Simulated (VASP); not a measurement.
# Bi2Te2Se (R-3m) in VASP: single point with PBEsol

Aim: the single point of Bi2Te2Se with PBEsol.

All numbers are computed with VASP 6.6.1; they aren't measurements. Logs are shortened: lines on timing, memory, paths and dates and some standing lists are left out, and cuts for length are marked.

**1. The cell of the first run**

It takes space group R-3m (No. 166, trigonal). Conventional cell: a = 4.322 Å, b = 4.322 Å, c = 31.757 Å, α = 90.00°, β = 90.00°, γ = 120.00°. Within 4.0 Å of Bi (site symmetry 3m) lie 3 Te at 3.05 Å and 3 Se at 3.11 Å. Within 4.0 Å of Te (site symmetry 3m) lie 3 Bi at 3.05 Å. Se (site symmetry -3m) has 6 Bi at 3.11 Å within 4.1 Å.

**2. Single point, PBEsol**

The input, INCAR:

```
  ALGO = Normal
  EDIFF = 1E-7
  ENCUT = 520
  GGA = PS
  ISIF = 2
  ISMEAR = 0
  LASPH = T
  LCHARG = F
  LREAL = F
  LWAVE = F
  NBANDS = 32
  NELM = 60
  PREC = Accurate
  SIGMA = 0.01
```

The input, KPOINTS:

```
k-points
0
Gamma
  6 6 6
```

The input, POSCAR:

```
Bi2Te2Se
1.0
    2.1609687600      1.2476359000     10.5855712500
   -2.1609687600      1.2476359000     10.5855712500
    0.0000000000     -2.4952717900     10.5855712500
Bi Te Se
2 2 1
Direct
    0.6082787600      0.6082787600      0.6082787600
    0.3917212400      0.3917212400      0.3917212400
    0.2195951300      0.2195951300      0.2195951300
    0.7804048700      0.7804048700      0.7804048700
    0.0000000000      0.0000000000      0.0000000000
```

Potentials or basis: VASP PAW PBE potentials, release 64 (Bi_d, Te, Se).

Command:

```console
> cat potpaw_PBE.64/Bi_d/POTCAR potpaw_PBE.64/Te/POTCAR potpaw_PBE.64/Se/POTCAR > POTCAR
> mpirun -np 1 vasp_std > vasp.out
```

OUTCAR:

```text
EDIFF = 1E-7
   ENCUT = 520
   GGA = PS
   ISIF = 2
   ISMEAR = 0
   LASPH = T
   LREAL = F
   NELM = 60
   PREC = Accurate

 ion  position               nearest neighbor table
   1  0.608  0.608  0.608-   3 3.05   3 3.05   3 3.05   5 3.11   5 3.11   5 3.11
   2  0.392  0.392  0.392-   4 3.05   4 3.05   4 3.05   5 3.11   5 3.11   5 3.11
   3  0.220  0.220  0.220-   1 3.05   1 3.05   1 3.05
   4  0.780  0.780  0.780-   2 3.05   2 3.05   2 3.05
   5  0.000  0.000  0.000-   1 3.11   1 3.11   2 3.11   2 3.11   1 3.11   2 3.11

  LATTYP: Found a trigonal (rhomboedric) cell.
 ALAT       =    10.8756930818
 COS(alpha) =     0.9210389186

  Lattice vectors:

 A1 = (   2.1609687600,   1.2476359000,  10.5855712500)
 A2 = (  -2.1609687600,   1.2476359000,  10.5855712500)
 A3 = (   0.0000000000,  -2.4952717900,  10.5855712500)

Analysis of symmetry for initial positions (statically):
=====================================================================
 Subroutine PRICEL returns:
 Original cell was already a primitive cell.

 Routine SETGRP: Setting up the symmetry group for a
 trigonal (rhombohedral) supercell.

 Subroutine GETGRP returns: Found 12 space group operations
 (whereof 12 operations were pure point group operations)
 out of a pool of 12 trial point group operations.

The static configuration has the point symmetry D_3d.

Analysis of symmetry for dynamics (positions and initial velocities):
=====================================================================
 Subroutine PRICEL returns:
 Original cell was already a primitive cell.

 Routine SETGRP: Setting up the symmetry group for a
 trigonal (rhombohedral) supercell.

 Subroutine GETGRP returns: Found 12 space group operations
 (whereof 12 operations were pure point group operations)
 out of a pool of 12 trial point group operations.

The dynamic configuration has the point symmetry D_3d.

 Subroutine INISYM returns: Found 12 space group operations
 (whereof 12 operations are pure point group operations),
 and found     1 'primitive' translations

----------------------------------------------------------------------------------------

                                     Primitive cell

  volume of cell :     171.2387

  direct lattice vectors                    reciprocal lattice vectors
     2.160968760  1.247635900 10.585571250     0.231377709  0.133585982  0.031489404
    -2.160968760  1.247635900 10.585571250    -0.231377709  0.133585982  0.031489404
     0.000000000 -2.495271790 10.585571250     0.000000000 -0.267171964  0.031489404

  length of vectors
    10.875693082 10.875693082 10.875693081     0.269021265  0.269021265  0.269021265

  position of ions in fractional coordinates (direct lattice)
     0.608278760  0.608278760  0.608278760
     0.391721240  0.391721240  0.391721240
     0.219595130  0.219595130  0.219595130
     0.780404870  0.780404870  0.780404870
     0.000000000  0.000000000  0.000000000

  ion indices of the primitive-cell ions
   primitive index   ion index
                 1           1
                 2           2
                 3           3
                 4           4
                 5           5

----------------------------------------------------------------------------------------

 KPOINTS: k-points

Automatic generation of k-mesh.
 Grid dimensions read from file:
 generate k-points for:    6    6    6

 Generating k-lattice:

  Cartesian coordinates                     Fractional coordinates (reciprocal lattice)
     0.038562951  0.022264330  0.005248234     0.166666667  0.000000000  0.000000000
    -0.038562951  0.022264330  0.005248234     0.000000000  0.166666667  0.000000000
     0.000000000 -0.044528661  0.005248234    -0.000000000 -0.000000000  0.166666667

  Length of vectors
     0.044836878  0.044836878  0.044836878

  Shift w.r.t. Gamma in fractional coordinates (k-lattice)
     0.000000000  0.000000000  0.000000000

 Subroutine IBZKPT returns following result:
 ===========================================

 Found     32 irreducible k-points:

 Following reciprocal coordinates:
            Coordinates               Weight
  0.000000  0.000000  0.000000      1.000000
  0.166667  0.000000  0.000000      6.000000
  0.333333 -0.000000  0.000000      6.000000
  0.500000  0.000000  0.000000      3.000000
  0.166667  0.166667  0.000000      6.000000
  0.333333  0.166667  0.000000     12.000000
[... 16 lines left out ...]
  0.500000  0.500000  0.166667      6.000000
 -0.333333  0.500000  0.166667     12.000000
 [... further k-points ...]
   k-points           NKPTS =     32   k-points in BZ     NKDIM =     32   number of bands    NBANDS=     32
   number of dos      NEDOS =    301   number of ions     NIONS =      5
   total plane-waves  NPLWV = 592704
   dimension x,y,z NGX =    84 NGY =   84 NGZ =   84
   dimension x,y,z NGXF=   168 NGYF=  168 NGZF=  168
   ions per type =               2   2   1
   NGX,Y,Z   is equivalent  to a cutoff of  12.84, 12.84, 12.84 a.u.
   NGXF,Y,Z  is equivalent  to a cutoff of  25.68, 25.68, 25.68 a.u.
 SYSTEM =  unknown system
   PREC   = accura    normal or accurate (medium, high low for compatibility)
   ISTART =      0    job   : 0-new  1-cont  2-samecut
   ICHARG =      2    charge: 1-file 2-atom 10-const
   ISPIN  =      1    spin polarized calculation?
   LNONCOLLINEAR =      F non collinear calculations
   LSORBIT =      F    spin-orbit coupling
   LASPH  =      T    aspherical Exc in radial PAW
   ENCUT  =  520.0 eV  38.22 Ry    6.18 a.u.  20.22 20.22 20.22*2*pi/ulx,y,z
   NELM   =     60;   NELMIN=  2; NELMDL= -5     # of ELM steps
   EDIFF  = 0.1E-06   stopping-criterion for ELM
   LREAL  =      F    real-space projection
   EDIFFG = 0.1E-05   stopping-criterion for IOM
   NSW    =      0    number of steps for IOM
   IBRION =     -1    ionic relax: 0-MD 1-quasi-New 2-CG
   NFREE  =      0    steps in history (QN), initial steepest desc. (CG)
   ISIF   =      2    stress and relaxation
   ISYM   =      2    0-nonsym 1-usesym 2-fastsym
   POTIM  = 0.5000    time-step for ionic-motion
   TEBEG  =    0.0;   TEEND  =   0.0 temperature during run
   PSTRESS=    0.0 pullay stress
   NELECT =      48.0000    total number of electrons
   NUPDOWN=      -1.0000    fix difference up-down
   EMIN   =  10.00;   EMAX   =-10.00  energy-range for DOS
   EFERMI =   0.00;   METHOD = LEGACY
   ISMEAR =     0;   SIGMA  =   0.01  broadening in eV -4-tet -1-fermi 0-gaus
   EFERMI_NEDOS =   21; number of points for ismear=-14 and -15
   IALGO  =     38    algorithm
   IMIX   =      4    mixing-type and parameters
     AMIX     =   0.40;   BMIX     =  1.00
     AMIX_MAG =   1.60;   BMIX_MAG =  1.00
  volume/ion in A,a.u.               =      34.25       231.12
  Fermi-wavevector in a.u.,A,eV,Ry     =   1.071407  2.024666 15.618313  1.147914
  Thomas-Fermi vector in A             =   2.207147
   LORBIT       =      0    0 simple, 1 ext, 2 COOP (PROOUT), +10 PAW based schemes
   GGA     = PS    functional components
   LHFCALC =     F    Hartree Fock is set to
   AEXX    =    0.0000 exact exchange contribution
   IVDW    =     0    specifies the selected vdW correction
   LEPSILON=     F    determine dielectric tensor
   LRPA    =     F    only Hartree local field effects (RPA)
 non-spin polarized calculation
 Gauss-broadening in eV      SIGMA  =   0.01
  energy-cutoff  :      520.00
  volume of cell :      171.24
 maximum number of plane-waves:      4636
 NGX is ok and might be reduce to    84
   NGX = 41   NGY = 41   NGZ = 41

 number of electron      47.9999994 magnetization

 Free energy of the ion-electron system (eV)
  ---------------------------------------------------
  ext. energy  EPLUGINS =         0.00000000
  ---------------------------------------------------
  free energy    TOTEN  =       -20.90027984 eV

  energy without entropy =      -20.90027984  energy(sigma->0) =      -20.90027984

 E-fermi :   4.7555     XC(G=0):  -9.1875

 val. band max:        4.6484037687   @ k =   0.0000   0.0000   0.0000
 cond. band min:       5.0451693849   @ k =   0.0000   0.0000   0.0000
 fundamental gap:      0.3967656163
 Fermi energy:         4.7555078789

 k-point     1 :       0.0000    0.0000    0.0000
  band No.  band energies     occupation
      1     -18.1013      2.00000
      2     -18.1013      2.00000
      3     -18.0990      2.00000
      4     -18.0990      2.00000
      5     -18.0913      2.00000
      6     -18.0897      2.00000
[... 24 lines left out ...]
     31      10.4369      0.00000
     32      11.0838      0.00000

 k-point     2 :       0.1667    0.0000    0.0000
  band No.  band energies     occupation
      1     -18.1037      2.00000
      2     -18.1008      2.00000
      3     -18.0977      2.00000
      4     -18.0955      2.00000
      5     -18.0908      2.00000
      6     -18.0891      2.00000
[... 24 lines left out ...]
     31       9.6756      0.00000
     32      10.4637      0.00000

 k-point     3 :       0.3333   -0.0000    0.0000
  band No.  band energies     occupation
      1     -18.1100      2.00000
      2     -18.1054      2.00000
      3     -18.0945      2.00000
      4     -18.0937      2.00000
      5     -18.0903      2.00000
      6     -18.0899      2.00000
[... 24 lines left out ...]
     31       8.9236      0.00000
     32      10.6336      0.00000

 k-point     4 :       0.5000    0.0000    0.0000
  band No.  band energies     occupation
      1     -18.1136      2.00000
      2     -18.1081      2.00000
      3     -18.0961      2.00000
      4     -18.0938      2.00000
      5     -18.0913      2.00000
      6     -18.0888      2.00000
[... 654 lines left out ...]
     31       9.1472      0.00000
     32      10.9360      0.00000

 k-point    23 :       0.5000    0.5000    0.1667
  band No.  band energies     occupation
      1     -18.1100      2.00000
      2     -18.1054      2.00000
      3     -18.0945      2.00000
      4     -18.0937      2.00000
      5     -18.0903      2.00000
      6     -18.0899      2.00000
[... 24 lines left out ...]
     31       8.8923      0.00000
     32      10.3635      0.00000

 k-point    24 :      -0.3333    0.5000    0.1667
  band No.  band energies     occupation
      1     -18.1093      2.00000
      2     -18.1048      2.00000
      3     -18.0964      2.00000
      4     -18.0932      2.00000
      5     -18.0916      2.00000
      6     -18.0894      2.00000
[... 24 lines left out ...]
     31       9.2375      0.00000
     32      10.5341      0.00000

 [... further k-points ...]

------------------------ aborting loop because EDIFF is reached ----------------------------------------

  FORCE on cell =-STRESS in cart. coord.  units (eV):
  Direction    XX          YY          ZZ          XY          YZ          ZX
  --------------------------------------------------------------------------------------
  -------------------------------------------------------------------------------------
  Total       -1.5530993     -1.5530993     -1.5610830      0.0000000     -0.0000000      0.0000000
  in kB      -14.5314154    -14.5314155    -14.6061138      0.0000000     -0.0000000      0.0000000
  external PRESSURE =     -14.5563149 kB  Pullay stress =       0.0000000 kB

 VOLUME and BASIS-vectors are now :
 -----------------------------------------------------------------------------
  energy-cutoff  :      520.00
  volume of cell :      171.24
      direct lattice vectors                 reciprocal lattice vectors
     2.160968760  1.247635900 10.585571250     0.231377709  0.133585982  0.031489404
    -2.160968760  1.247635900 10.585571250    -0.231377709  0.133585982  0.031489404
     0.000000000 -2.495271790 10.585571250     0.000000000 -0.267171964  0.031489404

 POSITION                                       TOTAL-FORCE (eV/Angst)
 -----------------------------------------------------------------------------------
      0.00000      0.00000     19.31693         0.000000      0.000000      0.071585
      0.00000      0.00000     12.43978         0.000000     -0.000000     -0.071585
      0.00000      0.00000      6.97362         0.000000      0.000000      0.008367
      0.00000      0.00000     24.78309         0.000000     -0.000000     -0.008367
      0.00000      0.00000      0.00000         0.000000     -0.000000      0.000000
 -----------------------------------------------------------------------------------
    total drift:                               -0.000000     -0.000000     -0.000000

  FREE ENERGIE OF THE ION-ELECTRON SYSTEM (eV)
  ---------------------------------------------------
  free  energy   TOTEN  =       -20.9002798387 eV

  energy  without entropy=      -20.9002798387  energy(sigma->0) =      -20.90027984
```

It took 20 min on 1 thread of Intel Xeon Platinum 8375C at 2.90GHz (Ice Lake), shared host; peak memory 1.2 GiB.

What came out:

```
Free energy            : -20.9003 eV
Pressure               : -1.5 GPa
Largest force          : 0.072 eV/Å
Band gap on the k mesh : 0.40 eV
```

Forces on the atoms (eV/Å):
```
Bi   0.000  0.000  0.072
Bi   0.000  0.000 -0.072
Te   0.000  0.000  0.008
Te   0.000  0.000 -0.008
Se   0.000  0.000  0.000
```

Caveat: the PAW data sets were made with another functional, which shifts forces and pressure a little; spin-orbit coupling is left out, which moves the levels of the heavy elements. A k mesh can miss the band edges.
